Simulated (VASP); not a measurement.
CaS: single point with PBE

Crystal: CaS.

```
CELL_PARAMETERS angstrom
0.00000 2.84793 2.84793
2.84793 0.00000 2.84793
2.84793 2.84793 0.00000
ATOMIC_POSITIONS crystal
Ca 0.00000 0.00000 0.00000
S 0.50000 0.50000 0.50000
```

```json
{
  "Program": "VASP 6.6.1",
  "Task": "single point",
  "Functional": "PBE",
  "Potentials or basis": "VASP PAW PBE potentials, release 64 (Ca_sv, S)",
  "Cutoff": "500 eV",
  "k mesh": "4 × 4 × 4",
  "Occupations": "gaussian, width 0.01 eV",
  "Spin": "no spin polarisation"
}
```

```json
{
 "Pressure": "0.7 GPa",
 "Band gap on the k mesh": "2.35 eV, indirect (least direct gap 3.16 eV)"
}
```

Levels at points of the mesh, in eV from the valence-band top:
| k point | band 4 | band 5 | band 6 | band 7 | band 8 | band 9 | band 10 | band 11 | band 12 | band 13 |
| --- | --- | --- | --- | --- | --- | --- | --- | --- | --- | --- |
| (0.00, 0.00, 0.00) | -20.19 | -11.32 | 0.00 | 0.00 | 0.00 | 4.14 | 4.16 | 4.16 | 4.16 | 4.75 |
| (0.50, 0.00, 0.00) | -20.21 | -10.51 | -3.09 | -1.16 | -1.16 | 5.21 | 6.05 | 6.18 | 6.18 | 8.14 |
| (0.50, 0.50, 0.00) | -20.24 | -10.70 | -2.28 | -0.81 | -0.81 | 2.35 | 5.59 | 6.01 | 6.76 | 6.77 |

It took 12 s on 1 thread of Intel Xeon 8259CL, with other jobs on the host, peak memory 0.16 GiB.

Caveat: the k points lie up to 0.48 Å⁻¹ apart. A k mesh can miss the band edges.
